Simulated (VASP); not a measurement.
Here is a VASP 6.6.1 calculation.

INCAR

```
PREC = Accurate ; ENCUT = 520
EDIFF = 1E-7 ; ISMEAR = 0
SIGMA = 0.05 ; LREAL = F
LASPH = T ; NELM = 60
ALGO = Normal ; ISIF = 2
LWAVE = F ; LCHARG = F
NBANDS = 40
```

The input KPOINTS:

```
Automatic mesh
0
Gamma
  6 6 4
```

POSCAR

```
Li5NbO5
1.0
    4.6158404673     -1.9301716644      0.0016854758
    4.6158404673      1.9301716644      0.0016854758
   -1.7816238942      0.0000000000      5.2478719483
Li Nb O
5 1 5
Direct
    0.7109411516      0.7109411516      0.3440026628
    0.6906897028      0.6906897028      0.8611561737
    0.0000000000      0.0000000000      0.5000000000
    0.3093102972      0.3093102972      0.1388438263
    0.2890588484      0.2890588484      0.6559973372
    0.0000000000      0.0000000000      0.0000000000
    0.8485073061      0.8485073061      0.1723954392
    0.8410908504      0.8410908504      0.6794328431
    0.5000000000      0.5000000000      0.0000000000
    0.1589091496      0.1589091496      0.3205671569
    0.1514926939      0.1514926939      0.8276045608
```

Potentials or basis: VASP PAW LDA potentials, release 64 (Li_sv, Nb_sv, O).

The run is started by

```sh
$ cat potpaw_LDA.64/Li_sv/POTCAR potpaw_LDA.64/Nb_sv/POTCAR potpaw_LDA.64/O/POTCAR > POTCAR
$ mpirun -np 1 vasp_std > vasp.out
```

What does it give for the largest force?

1.210 eV/Å.

Predict the band gap on the k mesh.

3.36 eV (least direct gap 3.39 eV).

Forces on the atoms (eV/Å):
```
Li  -0.234  0.000  0.021
Li  -0.115  0.000 -0.152
Li   0.000  0.000  0.000
Li   0.115  0.000  0.152
Li   0.234  0.000 -0.021
Nb   0.000  0.000  0.000
O   -0.376  0.000  0.537
O   -0.435  0.000 -1.129
O    0.000  0.000  0.000
O    0.435  0.000  1.129
O    0.376  0.000 -0.537
```

Caveat: the cell differs from its parent crystal (atoms shifted along a free coordinate); forces of over 1 eV/Å act on the atoms, so gaps and moduli don't describe the material at rest. A k mesh can miss the band edges.
